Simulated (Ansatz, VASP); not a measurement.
Two plane-wave programs on Al3Ni2

Contents of INCAR:

```
SYSTEM = Al3Ni2
PREC = Accurate
ENCUT = 520
EDIFF = 1E-7
ISMEAR = 0
SIGMA = 0.15
LREAL = .False.
LASPH = .True.
NELM = 100
ALGO = Fast
ISIF = 2
LWAVE = .False.
LCHARG = .True.
GGA = PS
LELF = .True.
LVHAR = .True.
NBANDS = 22
```

The input KPOINTS:

```
regular mesh
0
Gamma
  18 18 12
  0 0 0
```

Contents of POSCAR:

```
Al3Ni2
1.0
    3.7670986283      0.0000000000      0.0000000000
   -1.8835493142      3.2624031107      0.0000000000
    0.0000000000      0.0000000000      5.4875175341
Al Ni
3 2
Direct
    0.0000000000      0.0000000000      0.0000000000
    0.3333333333      0.6666666667      0.6477829058
    0.6666666667      0.3333333333      0.3522170942
    0.3333333333      0.6666666667      0.1455709071
    0.6666666667      0.3333333333      0.8544290929
```

Input for Ansatz:

```yaml
crystal:
  lattice:
    - [3.7670986283, 0.0, 0.0]
    - [-1.8835493142, 3.2624031107, 0.0]
    - [0.0, 0.0, 5.4875175341]
  atoms:
    - { symbol: Al, position: [0.0, 0.0, 0.0] }
    - { symbol: Al, position: [0.3333333333, 0.6666666667, 0.6477829058] }
    - { symbol: Al, position: [0.6666666667, 0.3333333333, 0.3522170942] }
    - { symbol: Ni, position: [0.3333333333, 0.6666666667, 0.1455709071] }
    - { symbol: Ni, position: [0.6666666667, 0.3333333333, 0.8544290929] }
basis:
  ecutwfc: 420
kpoints:
  mp_grid: { grid: [18, 18, 12] }
hamiltonian:
  xc: pbesol
scf:
  occupations: { method: gaussian, width: 0.15 }
output:
  forces: true
  stress: true
  eigenvalues: true
  write_density: true
  write_potential: true
  elf: true
  volumetric_format: npy
```

Alike in both runs: task single point; functional PBEsol; k mesh 18 × 18 × 12; occupations gaussian, width 0.15 eV; no spin polarisation.

|  | VASP | Ansatz |
| --- | --- | --- |
| version | VASP 6.6.1 | Ansatz 0.2.0 |
| potentials or method | VASP PAW PBE potentials, release 64 (Al, Ni), cutoff 520 eV | scalar-relativistic, plane waves, PAW |
| valence electrons in the cell | 29 | 45 |

```csv
,VASP,Ansatz,Ansatz less VASP
gap on the k mesh at the Fermi level (eV),none,none,-
pressure (GPa),2.8,2.7,-0.09
"traceless stress, the component that is largest in VASP (GPa)",-18.70,-18.83,-0.129
rms of the force components (eV/Å),0.168,0.166,-0.0018
```

VASP's potentials were made for PBE, not for PBEsol. Atom by atom the forces differ by 0.003 eV/Å (rms over components). A gap of «none» marks a metal or a gap that the smearing closes. VASP's potentials hold 29 valence electrons a cell and Ansatz's 45, so a difference there can come from the potentials and not from the codes.
